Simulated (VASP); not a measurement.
Input of a VASP 6.6.1 run:

File INCAR:

```
PREC = Accurate
ENCUT = 520
EDIFF = 1E-6
ISMEAR = -1
SIGMA = 0.05
LREAL = False
LASPH = True
NELM = 60
ALGO = Normal
ISIF = 2
LWAVE = False
LCHARG = True
GGA = PS
LELF = True
LVHAR = True
NBANDS = 9
```

Contents of KPOINTS:

```
regular mesh
0
Gamma
  12 12 12
```

POSCAR

```
Be
1.0
    0.0000000000      2.1463250724      2.1463250724
    2.1463250724      0.0000000000      2.1463250724
    2.1463250724      2.1463250724      0.0000000000
Be
2
Direct
   -0.0875000000     -0.1375000000     -0.1375000000
    0.0875000000      0.1375000000      0.1375000000
```

Potentials or basis: VASP PAW PBE potentials, release 64 (Be).

Command:

```sh
$ cat potpaw_PBE.64/Be/POTCAR > POTCAR
$ mpirun -np 1 vasp_std > vasp.out
```

Question: What does it give for the pressure?

Answer: 34.2 GPa.

Question: What does it give for the largest force?

Answer: 1.168 eV/Å.

Question: Estimate the band gap on the k mesh.

Answer: Zero (bands 2 and 3 overlap by 7.49 eV).

Stress tensor (GPa, compression positive):
```
 34.20  14.88  14.88
 14.88  34.20 -14.88
 14.88 -14.88  34.20
```

Caveat: the cell differs from its parent crystal (shortest bond scaled by 1.1); the cell stands under pressure; the PAW data sets were made with another functional, which shifts forces and pressure a little.
